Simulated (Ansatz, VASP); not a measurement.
## BaTiO3: VASP beside Ansatz

```xyz
5
Lattice="3.9841 0.0000 0.0000 0.0000 2.8371 2.8173 0.0000 -2.8371 2.8173" Properties=species:S:1:pos:R:3 pbc="T T T"
Ba    0.0000    0.0000    0.0000
Ti    1.9921    0.0000    2.8619
O     0.0000    0.0000    2.7728
O     1.9921   -1.3936    4.2154
O     1.9921    1.3936    4.2154
```

Change from the starting cell: zz strain of -1 %, crystal datasets.

Alike in both runs: task electric field gradients; functional PBE; k mesh 8 × 8 × 8; occupations fermi-dirac, width 0.05 eV; no spin polarisation.

|  | VASP | Ansatz |
| --- | --- | --- |
| version | VASP 6.6.1 | Ansatz 0.2.0 |
| potentials or method | VASP PAW PBE potentials, release 64 (Ba_sv, Ti_sv, O), cutoff 520 eV | all-electron PAW with datasets made for the crystal, scalar-relativistic |

Ansatz gave:

- gap on the k mesh at the Fermi level (eV): 1.88
- pressure (GPa): 3.7
- traceless stress, the component that is largest in VASP (GPa): -0.89
- rms of the force components (eV/Å): 0.078
- size of Vzz on the site where it differs most (V/Å²): 5.7

Problem. What did VASP give for the same quantities?

Solution. gap on the k mesh at the Fermi level (eV): 1.82; pressure (GPa): 5.5; traceless stress, the component that is largest in VASP (GPa): -0.92; rms of the force components (eV/Å): 0.074; size of Vzz on the site where it differs most (V/Å²): 6.2.

Atom by atom the forces differ by 0.010 eV/Å (rms over components). Ansatz ran all-electron here, and VASP with PAW potentials.

Spin-orbit coupling is off throughout.
